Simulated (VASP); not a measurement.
Wanted: the native input for a VASP 6.6.1 run.

| Item | Value |
| --- | --- |
| Task | single point |
| Functional | r2SCAN |
| Potentials or basis | VASP PAW PBE potentials, release 64 (Fe, Ge_d) |
| Cutoff | 520 eV |
| k mesh | 3 × 3 × 3 |
| Occupations | gaussian, width 0.05 eV |
| Spin | collinear spin, ferromagnetic start |
| Starting moments | [4.0, 0.0] μB |
| Dipole correction | no |
| Further INCAR settings | ALGO = Normal; EDIFF = 1e-06; NBANDS = 22 |

Crystal: FeGe.

```xyz
2
Lattice="3.0162 0.0000 0.0000 0.0000 3.0162 0.0000 0.0000 0.0000 3.0162" Properties=species:S:1:pos:R:3 pbc="T T T"
Fe    0.0000    0.0000    0.0000
Ge    1.3975    1.3595    1.3679
```

These files were run (other wordings do the same):

POSCAR

```
FeGe
1.0
    3.0161694870      0.0000000000      0.0000000000
    0.0000000000      3.0161694870      0.0000000000
    0.0000000000      0.0000000000      3.0161694870
Fe Ge
1 1
Direct
    0.0000000000      0.0000000000      0.0000000000
    0.4633440200      0.4507515000      0.4535288900
```

INCAR.step1

```
PREC = Accurate
ENCUT = 520
ISMEAR = 0
SIGMA = 0.05
LREAL = False
LASPH = True
NELM = 150
ISPIN = 2
MAGMOM = 4 0
LMAXMIX = 4
NBANDS = 22
GGA = PE
ALGO = Normal
EDIFF = 1E-4
LWAVE = True
LCHARG = False
```

INCAR.step2

```
PREC = Accurate
ENCUT = 520
EDIFF = 1E-6
ISMEAR = 0
SIGMA = 0.05
LREAL = False
LASPH = True
NELM = 150
ALGO = Normal
ISIF = 2
LWAVE = False
LCHARG = False
ISPIN = 2
MAGMOM = 4 0
LORBIT = 11
LMAXMIX = 4
METAGGA = R2SCAN
LMIXTAU = True
NBANDS = 22
ISTART = 1
```

KPOINTS

```
regular mesh
0
Gamma
  3 3 3
```

Potentials or basis: VASP PAW PBE potentials, release 64 (Fe, Ge_d).

Launch:

```sh
$ cat potpaw_PBE.64/Fe/POTCAR potpaw_PBE.64/Ge_d/POTCAR > POTCAR
$ cp INCAR.step1 INCAR
$ mpirun -np 1 vasp_std > vasp.out
$ cp INCAR.step2 INCAR
$ mpirun -np 1 vasp_std > vasp.out
```

It gave:

- Pressure: -4.8 GPa
- Largest force: 0.944 eV/Å
- Net moment: 1.93 μB per cell
- Site moments: Fe +1.97; Ge -0.01 μB
- Valence electrons inside the program's atomic spheres: Fe 7.13; Ge 12.42

Caveat: the k points lie up to 0.69 Å⁻¹ apart; the PAW data sets were made with another functional, which shifts forces and pressure a little.

Run time: 35 s on 1 thread of Intel(R) Xeon(R) 6975P-C (Granite Rapids) (shared host), peak memory 0.16 GiB.
